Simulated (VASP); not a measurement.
## CdTe: single point with PBE

The system is CdTe.

```
Cd Te
1.0
     0.00000    2.93847    2.93847
     2.93847    0.00000    2.93847
     2.93847    2.93847    0.00000
Cd Te
1 1
Cartesian
  0.0000 0.0000 0.0000
  2.9385 2.9385 2.9385
```

This cell differs from its parent crystal: O replaced by Te, lengths x 1.206, strained.

```yaml
Program: VASP 6.6.1
Task: single point
Functional: PBE
Potentials_or_basis: VASP PAW PBE potentials, release 64 (Cd, Te)
Cutoff: 500 eV
k_mesh: 12 × 12 × 12
Occupations: gaussian, width 0.1 eV
Spin: no spin polarisation
```

```
Pressure               : 8.1 GPa
Band gap on the k mesh : zero (band 9 reaches 5.27 eV, above the bottom of band 10 at 3.82 eV)
```

Levels at points of the mesh, in eV from the Fermi level:
```csv
k point,band 7,band 8,band 9,band 10,band 11,band 12
"(0.00, 0.00, 0.00)",-0.55,-0.55,-0.55,0.96,7.17,7.17
"(0.50, 0.00, 0.00)",-5.76,0.03,0.03,2.70,3.93,3.93
"(0.50, 0.50, 0.00)",-4.81,-2.46,-2.46,-1.33,4.06,9.92
```

Run time: 29 s on 1 thread of Intel(R) Xeon(R) 6975P-C (Granite Rapids), with other jobs on the host, peak memory 0.21 GiB.

Caveat: the cell differs from its parent crystal (O replaced by Te, lengths x 1.206, strained); spin-orbit coupling is left out, which moves the levels of the heavy elements.
